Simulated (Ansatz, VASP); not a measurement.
**Two plane-wave programs on Na2S**

```xyz
3
Lattice="0.0326 3.2880 3.2880 3.2880 0.0326 3.2880 3.2880 3.2880 0.0326" Properties=species:S:1:pos:R:3 pbc="T T T"
S     0.0000    0.0000    0.0000
Na    1.6487    1.6487    1.6487
Na    4.9598    4.9598    4.9598
```

Change from the starting cell: shear_111 strain +1.5%.

Alike in both runs: task single point; functional r2SCAN; k mesh 8 × 8 × 8; no spin polarisation.

```csv
,VASP,Ansatz
version,VASP 6.6.1,Ansatz 0.2.0
potentials or method,"VASP PAW PBE potentials, release 64 (S, Na_pv)","plane waves, PAW"
plane-wave cutoff (eV),550,500
occupations,"gaussian, width 0.01 eV",fixed
valence electrons in the cell,20,24
```

```tsv
	VASP	Ansatz	Ansatz less VASP
gap on the k mesh at the Fermi level (eV)	3.05	3.02	-0.024
pressure (GPa)	-0.6	-0.4	+0.13
traceless stress, the component that is largest in VASP (GPa)	-0.20	-0.19	+0.010
```

VASP's potentials were made for PBE, not for r2SCAN. VASP's potentials hold 20 valence electrons a cell and Ansatz's 24, so a difference there can come from the potentials and not from the codes.
